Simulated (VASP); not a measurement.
# Fe (Fm-3m) in VASP: notebook, part 2 of 3

VASP 6.6.1. Earlier steps stand in the parts before.

### 3 Single point, RPBE (volume scaled by 1.08)

INCAR

```
SYSTEM = Fe
PREC     = Accurate       ! precision mode
ENCUT    = 520            ! plane-wave cutoff, eV
EDIFF    = 1E-6           ! SCF threshold, eV
ISMEAR   = -1             ! smearing method
SIGMA    = 0.1            ! smearing width, eV
LREAL    = .False.        ! projectors in reciprocal space
LASPH    = .True.         ! aspherical terms in the spheres
NELM     = 80             ! most SCF steps
ALGO     = Normal         ! electronic algorithm
ISIF     = 2              ! what is computed and relaxed
LWAVE    = .False.        ! write WAVECAR
LCHARG   = .False.        ! write CHGCAR
GGA      = RP             ! functional
NBANDS   = 10             ! bands
```

KPOINTS

```
regular mesh
0
Gamma
  17 17 17
  0 0 0
```

POSCAR

```
Fe
1.0
    0.0000000000      1.7830391310      1.7830391310
    1.7830391310      0.0000000000      1.7830391310
    1.7830391310      1.7830391310      0.0000000000
Fe
1
Direct
    0.0000000000      0.0000000000      0.0000000000
```

Potentials or basis: VASP PAW PBE potentials, release 64 (Fe).

On the command line:

```bash
> cat potpaw_PBE.64/Fe/POTCAR > POTCAR
> mpirun -np 1 vasp_std > vasp.out
```

OUTCAR:

```text
SYSTEM = Fe
   PREC = Accurate
   ENCUT = 520
   EDIFF = 1E-6
   ISMEAR = -1
   LREAL = .False.
   LASPH = .True.
   NELM = 80
   ISIF = 2
   GGA = RP

 ion  position               nearest neighbor table
   1  0.000  0.000  0.000-

  LATTYP: Found a face centered cubic cell.
 ALAT       =     3.5660782620

  Lattice vectors:

 A1 = (   0.0000000000,   1.7830391310,   1.7830391310)
 A2 = (   1.7830391310,   0.0000000000,   1.7830391310)
 A3 = (   1.7830391310,   1.7830391310,   0.0000000000)

Analysis of symmetry for initial positions (statically):
=====================================================================
 Subroutine PRICEL returns:
 Original cell was already a primitive cell.

 Routine SETGRP: Setting up the symmetry group for a
 face centered cubic supercell.

 Subroutine GETGRP returns: Found 48 space group operations
 (whereof 48 operations were pure point group operations)
 out of a pool of 48 trial point group operations.

The static configuration has the point symmetry O_h .

Analysis of symmetry for dynamics (positions and initial velocities):
=====================================================================
 Subroutine PRICEL returns:
 Original cell was already a primitive cell.

 Routine SETGRP: Setting up the symmetry group for a
 face centered cubic supercell.

 Subroutine GETGRP returns: Found 48 space group operations
 (whereof 48 operations were pure point group operations)
 out of a pool of 48 trial point group operations.

The dynamic configuration has the point symmetry O_h .

 Subroutine INISYM returns: Found 48 space group operations
 (whereof 48 operations are pure point group operations),
 and found     1 'primitive' translations

----------------------------------------------------------------------------------------

                                     Primitive cell

  volume of cell :      11.3374

  direct lattice vectors                    reciprocal lattice vectors
     0.000000000  1.783039131  1.783039131    -0.280420094  0.280420094  0.280420094
     1.783039131  0.000000000  1.783039131     0.280420094 -0.280420094  0.280420094
     1.783039131  1.783039131  0.000000000     0.280420094  0.280420094 -0.280420094

  length of vectors
     2.521598121  2.521598121  2.521598121     0.485701850  0.485701850  0.485701850

  position of ions in fractional coordinates (direct lattice)
     0.000000000  0.000000000  0.000000000

  ion indices of the primitive-cell ions
   primitive index   ion index
                 1           1

----------------------------------------------------------------------------------------

 KPOINTS: regular mesh

Automatic generation of k-mesh.
 Grid dimensions read from file:
 generate k-points for:   17   17   17

 Generating k-lattice:

  Cartesian coordinates                     Fractional coordinates (reciprocal lattice)
    -0.016495300  0.016495300  0.016495300     0.058823529  0.000000000  0.000000000
     0.016495300 -0.016495300  0.016495300     0.000000000  0.058823529  0.000000000
     0.016495300  0.016495300 -0.016495300     0.000000000  0.000000000  0.058823529

  Length of vectors
     0.028570697  0.028570697  0.028570697

  Shift w.r.t. Gamma in fractional coordinates (k-lattice)
     0.000000000  0.000000000  0.000000000

 Subroutine IBZKPT returns following result:
 ===========================================

 Found    165 irreducible k-points:

 Following reciprocal coordinates:
            Coordinates               Weight
  0.000000  0.000000  0.000000      1.000000
  0.058824  0.000000  0.000000      8.000000
  0.117647  0.000000  0.000000      8.000000
  0.176471  0.000000  0.000000      8.000000
  0.235294  0.000000  0.000000      8.000000
  0.294118  0.000000  0.000000      8.000000
[... 16 lines left out ...]
 -0.176471  0.058824  0.000000     24.000000
 -0.117647  0.058824  0.000000     24.000000
 [... further k-points ...]
   k-points           NKPTS =    165   k-points in BZ     NKDIM =    165   number of bands    NBANDS=     10
   number of dos      NEDOS =    301   number of ions     NIONS =      1
   total plane-waves  NPLWV =   8000
   dimension x,y,z NGX =    20 NGY =   20 NGZ =   20
   dimension x,y,z NGXF=    40 NGYF=   40 NGZF=   40
   ions per type =               1
   NGX,Y,Z   is equivalent  to a cutoff of  13.19, 13.19, 13.19 a.u.
   NGXF,Y,Z  is equivalent  to a cutoff of  26.37, 26.37, 26.37 a.u.
 SYSTEM =  Fe
   PREC   = accura    normal or accurate (medium, high low for compatibility)
   ISTART =      0    job   : 0-new  1-cont  2-samecut
   ICHARG =      2    charge: 1-file 2-atom 10-const
   ISPIN  =      1    spin polarized calculation?
   LNONCOLLINEAR =      F non collinear calculations
   LSORBIT =      F    spin-orbit coupling
   LASPH  =      T    aspherical Exc in radial PAW
   ENCUT  =  520.0 eV  38.22 Ry    6.18 a.u.   4.69  4.69  4.69*2*pi/ulx,y,z
   NELM   =     80;   NELMIN=  2; NELMDL= -5     # of ELM steps
   EDIFF  = 0.1E-05   stopping-criterion for ELM
   LREAL  =      F    real-space projection
   EDIFFG = 0.1E-04   stopping-criterion for IOM
   NSW    =      0    number of steps for IOM
   IBRION =     -1    ionic relax: 0-MD 1-quasi-New 2-CG
   NFREE  =      0    steps in history (QN), initial steepest desc. (CG)
   ISIF   =      2    stress and relaxation
   ISYM   =      2    0-nonsym 1-usesym 2-fastsym
   POTIM  = 0.5000    time-step for ionic-motion
   TEBEG  =    0.0;   TEEND  =   0.0 temperature during run
   PSTRESS=    0.0 pullay stress
   NELECT =       8.0000    total number of electrons
   NUPDOWN=      -1.0000    fix difference up-down
   EMIN   =  10.00;   EMAX   =-10.00  energy-range for DOS
   EFERMI =   0.00;   METHOD = LEGACY
   ISMEAR =    -1;   SIGMA  =   0.10  broadening in eV -4-tet -1-fermi 0-gaus
   EFERMI_NEDOS =   21; number of points for ismear=-14 and -15
   IALGO  =     38    algorithm
   IMIX   =      4    mixing-type and parameters
     AMIX     =   0.40;   BMIX     =  1.00
     AMIX_MAG =   1.60;   BMIX_MAG =  1.00
  volume/ion in A,a.u.               =      11.34        76.51
  Fermi-wavevector in a.u.,A,eV,Ry     =   1.457473  2.754225 28.901884  2.124229
  Thomas-Fermi vector in A             =   2.574271
   LORBIT       =      0    0 simple, 1 ext, 2 COOP (PROOUT), +10 PAW based schemes
   GGA     = RP    functional components
   LHFCALC =     F    Hartree Fock is set to
   AEXX    =    0.0000 exact exchange contribution
   IVDW    =     0    specifies the selected vdW correction
   LEPSILON=     F    determine dielectric tensor
   LRPA    =     F    only Hartree local field effects (RPA)
 non-spin polarized calculation
  energy-cutoff  :      520.00
  volume of cell :       11.34
 maximum number of plane-waves:       318
   NGX =  9   NGY =  9   NGZ =  9

 number of electron       7.9999996 magnetization

 Free energy of the ion-electron system (eV)
  ---------------------------------------------------
  ext. energy  EPLUGINS =         0.00000000
  ---------------------------------------------------
  free energy    TOTEN  =        -7.48897692 eV

  energy without entropy =       -7.42017030  energy(sigma->0) =       -7.45457361

 E-fermi :   5.8403     XC(G=0): -13.0906

 val. band max:        5.8349743898   @ k =   0.2941   0.1176   0.0000
 cond. band min:       5.8456841793   @ k =   0.1765   0.0588   0.0000
 fundamental gap:      0.0107097894
 Fermi energy:         5.8402603752

 k-point     1 :       0.0000    0.0000    0.0000
  band No.  band energies     occupation
      1      -2.4161      2.00000
      2       4.4417      2.00000
      3       4.4417      2.00000
      4       4.4417      2.00000
      5       5.7683      1.34483
      6       5.7683      1.34483
      7      28.2410      0.00000
      8      33.0745      0.00000
      9      33.0745      0.00000
     10      33.0745      0.00000

 k-point     2 :       0.0588    0.0000    0.0000
  band No.  band energies     occupation
      1      -2.2802      2.00000
      2       4.3944      2.00000
      3       4.4789      2.00000
      4       4.4789      2.00000
      5       5.7509      1.41939
      6       5.7509      1.41939
      7      28.0332      0.00000
      8      31.4455      0.00000
      9      32.8633      0.00000
     10      32.8633      0.00000
[... 274 lines left out ...]
 k-point    24 :      -0.1176    0.0588    0.0000
  band No.  band energies     occupation
      1      -1.5777      2.00000
      2       4.1601      2.00000
      3       4.6449      1.99999
      4       4.6476      1.99999
      5       5.5818      1.85977
      6       5.8199      1.10134
      7      26.1149      0.00000
      8      28.4702      0.00000
      9      31.6300      0.00000
     10      33.7092      0.00000

 [... further k-points ...]
[... 5 lines left out ...]
  --------------------------------------------------------------------------------------
  -------------------------------------------------------------------------------------
  Total       -1.2051426     -1.2051426     -1.2051426      0.0000000     -0.0000000      0.0000000
  in kB     -170.3085328   -170.3085328   -170.3085328      0.0000000     -0.0000000      0.0000000
  external PRESSURE =    -170.3085328 kB  Pullay stress =       0.0000000 kB

 VOLUME and BASIS-vectors are now :
 -----------------------------------------------------------------------------
  energy-cutoff  :      520.00
  volume of cell :       11.34
      direct lattice vectors                 reciprocal lattice vectors
     0.000000000  1.783039131  1.783039131    -0.280420094  0.280420094  0.280420094
     1.783039131  0.000000000  1.783039131     0.280420094 -0.280420094  0.280420094
     1.783039131  1.783039131  0.000000000     0.280420094  0.280420094 -0.280420094

 POSITION                                       TOTAL-FORCE (eV/Angst)
 -----------------------------------------------------------------------------------
      0.00000      0.00000      0.00000         0.000000      0.000000      0.000000
 -----------------------------------------------------------------------------------
    total drift:                               -0.000000     -0.000000     -0.000000

  FREE ENERGIE OF THE ION-ELECTRON SYSTEM (eV)
  ---------------------------------------------------
  free  energy   TOTEN  =        -7.4889769162 eV

  energy  without entropy=       -7.4201702996  energy(sigma->0) =       -7.45457361
```

It took 43 s on 1 thread of AMD EPYC 7R13, shared host; peak memory 0.11 GiB.

Results:

| Property | Result |
| --- | --- |
| Free energy | -7.4890 eV |
| Pressure | -17.0 GPa |
| Band gap on the k mesh | zero (band 4 reaches 6.89 eV, above the bottom of band 5 at 5.19 eV) |

Caveat: the PAW data sets were made with another functional, which shifts forces and pressure a little; the run has no spin polarisation, though such a crystal can be magnetic. Spin polarisation is off, so any magnetic state and its effect on volume and gap are missing.

(Part 2 of 3 ends here.)
